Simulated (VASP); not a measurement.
## ZrN: single point with PBE

ZrN:

```
Zr N
1.0
     0.00000    2.30000    2.30000
     2.30000    0.00000    2.30000
     2.30000    2.30000    0.00000
Zr N
1 1
Direct
  0.50000 0.50000 0.50000
  0.00000 0.00000 0.00000
```

| Property | Result |
| --- | --- |
| Program | VASP 6.6.1 |
| Task | single point |
| Functional | PBE |
| Potentials or basis | VASP PAW PBE potentials, release 64 (Zr_sv, N) |
| Cutoff | 600 eV |
| k mesh | 11 × 11 × 11 |
| Occupations | methfessel-paxton, width 0.1 eV |
| Spin | no spin polarisation |

| Item | Value |
| --- | --- |
| Pressure | -0.7 GPa |

Levels at points of the mesh, in eV from the Fermi level:
| k point | band 5 | band 6 | band 7 | band 8 | band 9 | band 10 | band 11 | band 12 | band 13 | band 14 |
| --- | --- | --- | --- | --- | --- | --- | --- | --- | --- | --- |
| (0.00, 0.00, 0.00) | -16.18 | -2.59 | -2.59 | -2.59 | -0.34 | -0.34 | -0.34 | 1.61 | 1.61 | 2.84 |

Run time: 19 s on 1 thread of AMD EPYC 9R45 96-Core Processor (Zen 5), with other jobs on the host, peak memory 0.14 GiB.
